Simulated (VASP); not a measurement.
The system is AgCl.

```xyz
4
Lattice="4.6327 0.0000 0.0000 -2.3164 4.0121 0.0000 0.0000 0.0000 5.8656" Properties=species:S:1:pos:R:3 pbc="T T T"
Ag    0.0000    2.6747   -0.3650
Ag    2.3164    1.3374    2.5678
Cl    0.0000    2.6747    2.5645
Cl    2.3164    1.3374    5.4973
```

This cell differs from its parent crystal: strain +2.5%.

Base run:

- Program: VASP 6.6.1
- Functional: r2SCAN
- Potentials or basis: VASP PAW PBE potentials, release 64 (Ag, Cl)
- Cutoff: 520 eV
- k mesh: 6 × 6 × 4
- Occupations: gaussian, width 0.01 eV
- Spin: no spin polarisation

Its results: band gap on the k mesh 1.82 eV, indirect (least direct gap 1.83 eV); pressure -2.5 GPa.

**Question.** The run is repeated on the same cell with these changes: functional from r2SCAN to PBE; occupations from gaussian, width 0.01 eV to fermi-dirac, width 0.02 eV. What comes out?

**Answer.** Band gap on the k mesh 1.41 eV, indirect (least direct gap 1.43 eV); pressure -1.3 GPa.

Caveats: the PAW data sets were made with another functional, which shifts forces and pressure a little (some runs).

A k mesh can miss the band edges.
